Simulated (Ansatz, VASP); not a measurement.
ScSi2 in VASP and in Ansatz

```
Sc Si
1.0
     4.00768    0.00000    0.00000
    -2.00384    3.47075    0.00000
     0.00000    0.00000    3.54655
Sc Si
1 2
Direct
  0.00000 0.00000 0.00000
  0.33333 0.66667 0.50000
  0.66667 0.33333 0.50000
```

Alike in both runs: functional PBEsol; k mesh 12 × 12 × 12; occupations gaussian, width 0.1 eV; no spin polarisation.

Ansatz relaxed the structure, and its values are those at the end. VASP's run is a single point on that final structure, the one shown.

```csv
,VASP,Ansatz
version,VASP 6.6.1,Ansatz 0.2.0
potentials or method,"VASP PAW PBE potentials, release 64 (Sc_sv, Si), cutoff 520 eV","scalar-relativistic, plane waves, PAW"
valence electrons in the cell,19,19
```

|  | VASP | Ansatz | Ansatz less VASP |
| --- | --- | --- | --- |
| gap on the k mesh at the Fermi level (eV) | none | none | - |
| pressure (GPa) | 0.2 | 0.0 | -0.18 |

VASP's potentials were made for PBE, not for PBEsol. A gap of «none» marks a metal or a gap that the smearing closes.
